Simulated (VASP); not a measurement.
Write the native input for VASP 6.6.1 that does the following.

```yaml
Task: single point
Functional: PBE
Potentials_or_basis: VASP PAW PBE potentials, release 64 (Os)
Cutoff: 520 eV
k_mesh: 18 × 18 × 10
Occupations: fermi-dirac, width 0.08 eV
Spin: no spin polarisation
Dipole_correction: no
Further_INCAR_settings: ALGO = Normal; EDIFF = 1e-07; NBANDS = 15
```

The structure of Os lies in POSCAR:

```
Os
1.0
    2.6746362613      0.0000000000      0.0000000000
   -1.3373181307      2.3163029482      0.0000000000
    0.0000000000      0.0000000000      4.2410605178
Os
2
Direct
    0.3333333333      0.6666666667      0.2500000000
    0.6666666667      0.3333333333      0.7500000000
```

These files were run (other wordings do the same):

INCAR

```
SYSTEM = Os
PREC = Accurate ; ENCUT = 520
EDIFF = 1E-7 ; ISMEAR = -1
SIGMA = 0.08 ; LREAL = .FALSE.
LASPH = .TRUE. ; NELM = 100
ALGO = Normal ; ISIF = 2
LWAVE = .FALSE. ; LCHARG = .FALSE.
GGA = PE ; NBANDS = 15
```

KPOINTS

```
regular mesh
0
G
  18 18 10
  0 0 0
```

Potentials or basis: VASP PAW PBE potentials, release 64 (Os).

The run is started by

```console
$ cat potpaw_PBE.64/Os/POTCAR > POTCAR
$ mpirun -np 1 vasp_std > vasp.out
```

It gave:

| Item | Value |
| --- | --- |
| Pressure | 41.2 GPa |
| Band gap on the k mesh | zero (bands 8 and 9 overlap by 4.38 eV) |

Caveat: the cell stands under pressure; spin-orbit coupling is left out, which moves the levels of the heavy elements.

Wall time 32 s on 1 thread of Intel(R) Xeon(R) Platinum 8488C (Sapphire Rapids), on a shared host, peak memory 0.19 GiB.
